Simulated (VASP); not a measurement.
Crystal: MnS.

```
Mn S
1.0
     3.97600    0.00000    0.00000
    -1.98800    3.44332    0.00000
     0.00000    0.00000    6.43200
Mn S
2 2
Direct
  0.33333 0.66667 0.00000
  0.66667 0.33333 0.50000
  0.33333 0.66667 0.38500
  0.66667 0.33333 0.88500
```

Base run:

* Program: VASP 6.6.1
* Functional: PBE
* Potentials or basis: VASP PAW PBE potentials, release 64 (Mn_pv, S)
* Cutoff: 520 eV
* k mesh: 6 × 6 × 3
* Occupations: fermi-dirac, width 0.03 eV
* Spin: collinear spin, ferromagnetic start
* Starting moments: [0.45, 0.45, 0.0, 0.0] μB

Its results: pressure -17.5 GPa; largest force 0.380 eV/Å.

The run is repeated on the same cell with these changes: spin from collinear spin, ferromagnetic start to no spin polarisation; further incar settings from ALGO = Normal; EDIFF = 1e-06; NBANDS = 31 to ALGO = Normal; EDIFF = 1e-06; NBANDS = 27. What comes out?

Pressure -20.2 GPa; largest force 0.165 eV/Å.
